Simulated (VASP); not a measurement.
Input of a VASP 6.6.1 run:

The input INCAR:

```
PREC = Accurate
ENCUT = 520
EDIFF = 1E-6
ISMEAR = 0
SIGMA = 0.1
LREAL = F
LASPH = T
NELM = 60
ALGO = Fast
ISIF = 2
LWAVE = F
LCHARG = F
GGA = PS
NBANDS = 12
```

Contents of KPOINTS:

```
Automatic mesh
0
Gamma
  28 28 28
```

The input POSCAR:

```
Mn
1.0
    0.0000000000      1.7300243438      1.7300243438
    1.7300243438      0.0000000000      1.7300243438
    1.7300243438      1.7300243438      0.0000000000
Mn
1
Direct
    0.5000000000      0.5000000000      0.5000000000
```

Potentials or basis: VASP PAW PBE potentials, release 64 (Mn_pv).

Command:

```console
$ cat potpaw_PBE.64/Mn_pv/POTCAR > POTCAR
$ mpirun -np 1 vasp_std > vasp.out
```

**Question.** Estimate the pressure.

**Answer.** 0.0 GPa.

Caveat: the PAW data sets were made with another functional, which shifts forces and pressure a little; the run has no spin polarisation, though such a crystal can be magnetic. Spin polarisation is off, so any magnetic state and its effect on volume and gap are missing.
